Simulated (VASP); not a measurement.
# Co (Fm-3m) in VASP: notebook, part 2 of 2

VASP 6.6.1. Earlier steps stand in the parts before.

**4. Single point, PBE, collinear spin, ferromagnetic start**

INCAR

```
  ALGO = Normal
  EDIFF = 1E-6
  ENCUT = 520
  GGA = PE
  ISIF = 2
  ISMEAR = 0
  ISPIN = 2
  LASPH = T
  LCHARG = F
  LMAXMIX = 4
  LORBIT = 11
  LREAL = F
  LWAVE = F
  MAGMOM = 1.25
  NBANDS = 14
  NELM = 150
  NUPDOWN = 1.25
  PREC = Accurate
  SIGMA = 0.1
```

KPOINTS

```
k-points
0
Gamma
  11 11 11
```

POSCAR

```
Co
1.0
    0.0000000000      1.8011500000      1.8011500000
    1.8011500000      0.0000000000      1.8011500000
    1.8011500000      1.8011500000      0.0000000000
Co
1
Direct
    0.0000000000      0.0000000000      0.0000000000
```

Potentials or basis: VASP PAW PBE potentials, release 64 (Co).

Launch:

```bash
$ cat potpaw_PBE.64/Co/POTCAR > POTCAR
$ mpirun -np 1 vasp_std > vasp.out
```

OUTCAR:

```text
EDIFF = 1E-6
   ENCUT = 520
   GGA = PE
   ISIF = 2
   ISMEAR = 0
   ISPIN = 2
   LASPH = T
   LORBIT = 11
   LREAL = F
   NELM = 150
   NUPDOWN = 1.25
   PREC = Accurate

 ion  position               nearest neighbor table
   1  0.000  0.000  0.000-

  LATTYP: Found a face centered cubic cell.
 ALAT       =     3.6023000000

  Lattice vectors:

 A1 = (   0.0000000000,   1.8011500000,   1.8011500000)
 A2 = (   1.8011500000,   0.0000000000,   1.8011500000)
 A3 = (   1.8011500000,   1.8011500000,   0.0000000000)

Analysis of symmetry for initial positions (statically):
=====================================================================
 Subroutine PRICEL returns:
 Original cell was already a primitive cell.

 Routine SETGRP: Setting up the symmetry group for a
 face centered cubic supercell.

 Subroutine GETGRP returns: Found 48 space group operations
 (whereof 48 operations were pure point group operations)
 out of a pool of 48 trial point group operations.

The static configuration has the point symmetry O_h .

[... 594 lines left out ...]
  band No.  band energies     occupation
      1       0.7297      1.00000
      2       8.1025      1.00000
      3       8.1025      1.00000
      4       8.1025      1.00000
      5       9.4254      0.02635
      6       9.4254      0.02635
      7      31.4080      0.00000
      8      35.6551      0.00000
      9      35.6551      0.00000
     10      35.6551      0.00000
     11      38.6507      0.00000
     12      38.6507      0.00000
     13      38.6507      0.00000
     14      40.8519      0.00000
[... 379 lines left out ...]
      3       8.1884      1.00000
      4       8.7863      1.00000
      5       8.9331      1.00000
      6      10.1595      0.00000
      7      24.3602      0.00000
      8      25.0163      0.00000
      9      34.0337      0.00000
     10      35.3377      0.00000
     11      36.8328      0.00000
     12      39.9849      0.00000
     13      41.0205      0.00000
     14      45.9803      0.00000

 [... further k-points ...]
[... 5 lines left out ...]
  --------------------------------------------------------------------------------------
  -------------------------------------------------------------------------------------
  Total       -1.2782832     -1.2782832     -1.2782832      0.0000000      0.0000000      0.0000000
  in kB     -175.2500019   -175.2500019   -175.2500019      0.0000000      0.0000000      0.0000000
  external PRESSURE =    -175.2500019 kB  Pullay stress =       0.0000000 kB

 VOLUME and BASIS-vectors are now :
 -----------------------------------------------------------------------------
  energy-cutoff  :      520.00
  volume of cell :       11.69
      direct lattice vectors                 reciprocal lattice vectors
     0.000000000  1.801150000  1.801150000    -0.277600422  0.277600422  0.277600422
     1.801150000  0.000000000  1.801150000     0.277600422 -0.277600422  0.277600422
     1.801150000  1.801150000  0.000000000     0.277600422  0.277600422 -0.277600422

 POSITION                                       TOTAL-FORCE (eV/Angst)
 -----------------------------------------------------------------------------------
      0.00000      0.00000      0.00000         0.000000      0.000000      0.000000
 -----------------------------------------------------------------------------------
    total drift:                               -0.000000     -0.000000     -0.000000

  FREE ENERGIE OF THE ION-ELECTRON SYSTEM (eV)
  ---------------------------------------------------
  free  energy   TOTEN  =        -6.8876479346 eV

  energy  without entropy=       -6.8719676941  energy(sigma->0) =       -6.87980781

 total charge

# of ion       s       p       d       tot
------------------------------------------
    1        0.455   0.454   7.231   8.140

 magnetization (x)

# of ion       s       p       d       tot
------------------------------------------
    1       -0.014  -0.048   1.345   1.284
```

OSZICAR:

```text
N       E                     dE             d eps       ncg     rms          rms(c)
DAV:   1     0.287313018384E+02    0.28731E+02   -0.37943E+03  3256   0.744E+02
DAV:   2    -0.681307803452E+01   -0.35544E+02   -0.33331E+02  3490   0.147E+02
DAV:   3    -0.803717452717E+01   -0.12241E+01   -0.12058E+01  3856   0.286E+01
DAV:   4    -0.804652255027E+01   -0.93480E-02   -0.93448E-02  3884   0.233E+00
DAV:   5    -0.804668998641E+01   -0.16744E-03   -0.16743E-03  4150   0.288E-01    0.984E+00
DAV:   6    -0.720878803977E+01    0.83790E+00   -0.15414E+01  4390   0.424E+01    0.523E+00
DAV:   7    -0.690450324607E+01    0.30428E+00   -0.23076E+00  3996   0.148E+01    0.210E+00
DAV:   8    -0.689339189557E+01    0.11111E-01   -0.21333E-02  4032   0.102E+00    0.944E-01
DAV:   9    -0.688830712491E+01    0.50848E-02   -0.53250E-03  5118   0.483E-01    0.247E-01
DAV:  10    -0.688764208342E+01    0.66504E-03   -0.35169E-04  4626   0.137E-01    0.547E-02
DAV:  11    -0.688764653683E+01   -0.44534E-05   -0.53921E-05  3808   0.622E-02    0.278E-02
DAV:  12    -0.688764794204E+01   -0.14052E-05   -0.19752E-06  4024   0.159E-02    0.939E-03
DAV:  13    -0.688764793456E+01    0.74775E-08   -0.20161E-06  2782   0.136E-02
   1 F= -.68876479E+01 E0= -.68798078E+01  d E =-.156802E-01  mag=     1.2500
```

stdout:

```text
POSCAR found type information on POSCAR Co
 POSCAR found :  1 types and       1 ions
 scaLAPACK will be used
 LDA part: xc-table for (Slater+PW92), standard interpolation
 POSCAR, INCAR and KPOINTS ok, starting setup
 FFT: planning ... GRIDC
 FFT: planning ... GRID_SOFT
 FFT: planning ... GRID
 WAVECAR not read
 entering main loop
```

It took 14 s on 1 thread of AMD EPYC 7R13 (Zen 3), shared host; peak memory 0.11 GiB.

Results:

- Free energy: -6.8876 eV
- Pressure: -17.5 GPa
- Net moment: 1.25 μB per cell
- Site moments: Co +1.28 μB
- Valence electrons inside the program's atomic spheres: Co 8.14

Caveat: the total moment is fixed, so each spin has its own Fermi level.

**5. Single point, PBE, collinear spin, ferromagnetic start**

INCAR

```
ALGO     = Normal         # electronic algorithm
EDIFF    = 1E-6           # SCF threshold, eV
ENCUT    = 520            # plane-wave cutoff, eV
GGA      = PE             # functional
ISIF     = 2              # what is computed and relaxed
ISMEAR   = 0              # smearing method
ISPIN    = 2              # spin polarisation
LASPH    = True           # aspherical terms in the spheres
LCHARG   = False          # write CHGCAR
LMAXMIX  = 4              # l up to which the mixer works
LORBIT   = 11             # projections on sites
LREAL    = False          # projectors in reciprocal space
LWAVE    = False          # write WAVECAR
MAGMOM   = 2.08           # initial moments
NBANDS   = 14             # bands
NELM     = 150            # most SCF steps
NUPDOWN  = 2.08           # fixed moment
PREC     = Accurate       # precision mode
SIGMA    = 0.1            # smearing width, eV
```

KPOINTS is that of step 4.

POSCAR is that of step 4.

Launch:

```bash
$ cat potpaw_PBE.64/Co/POTCAR > POTCAR
$ mpirun -np 1 vasp_std > vasp.out
```

Wall time 14 s (1 thread of AMD EPYC 7R13 (Zen 3), shared host); peak memory 0.11 GiB.

The run converged. Its results:

| Quantity | Value |
| --- | --- |
| Free energy | -6.8674 eV |
| Pressure | -6.0 GPa |
| Net moment | 2.08 μB per cell |
| Site moments | Co +2.07 μB |
| Valence electrons inside the program's atomic spheres | Co 8.12 |

Caveat: the total moment is fixed, so each spin has its own Fermi level.

**6. Summary**

```csv
fixed moment (μB),pressure (GPa),moment (μB)
3.32,38.8,3.32
0.42,-23.2,0.42
1.25,-17.5,1.25
2.08,-6.0,2.08
```

Alike in all rows: task single point; level PBE; potentials or basis VASP PAW PBE potentials, release 64 (Co); spin collinear, ferromagnetic start; cell as given; k mesh 11 × 11 × 11; cutoff (eV) 520; smearing gaussian 0.1 eV.

Caveats: the total moment is fixed, so each spin has its own Fermi level.

Absolute energies hang on the potentials; compare differences alone.
